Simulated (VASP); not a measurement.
Si:

```
Si
1.0
     0.00000    1.88242    1.88242
     1.88242    0.00000    1.88242
     1.88242    1.88242    0.00000
Si
1
Direct
  0.00000 0.00000 0.00000
```

This isn't the form of Si at room conditions, which is diamond.

| Item | Value |
| --- | --- |
| Program | VASP 6.6.1 |
| Task | relaxation of cell and atoms |
| Functional | r2SCAN |
| Potentials or basis | VASP PAW PBE potentials, release 64 (Si) |
| Cutoff | 600 eV |
| k mesh | 26 × 26 × 26 |
| Occupations | gaussian, width 0.1 eV |
| Spin | no spin polarisation |

At the start: pressure 3.2 GPa; volume 13.34 Å³/atom.

Question: How do energy, volume and symmetry change on relaxing?

Answer: Over 3 steps the energy falls by 4.7 meV/atom and the volume is 13.82 Å³/atom (+3.6 %); space group Fm-3m (No. 225, to 0.1 Å) before and after.

Step by step:
```tsv
step	energy change (eV)	largest force (eV/Å)	pressure (GPa)	volume (Å³)
1	0.0000	0.0000	3.17	13.34
2	-0.0046	0.0000	-0.24	13.86
3	-0.0047	0.0000	0.09	13.82
```

Final structure:
```yaml
crystal:
  lattice:
    - [0.00000, 1.90459, 1.90459]
    - [1.90459, 0.00000, 1.90459]
    - [1.90459, 1.90459, 0.00000]
  atoms:
    - { symbol: Si, position: [0.00000, 0.00000, 0.00000] }
```

Caveat: the PAW data sets were made with another functional, which shifts forces and pressure a little.
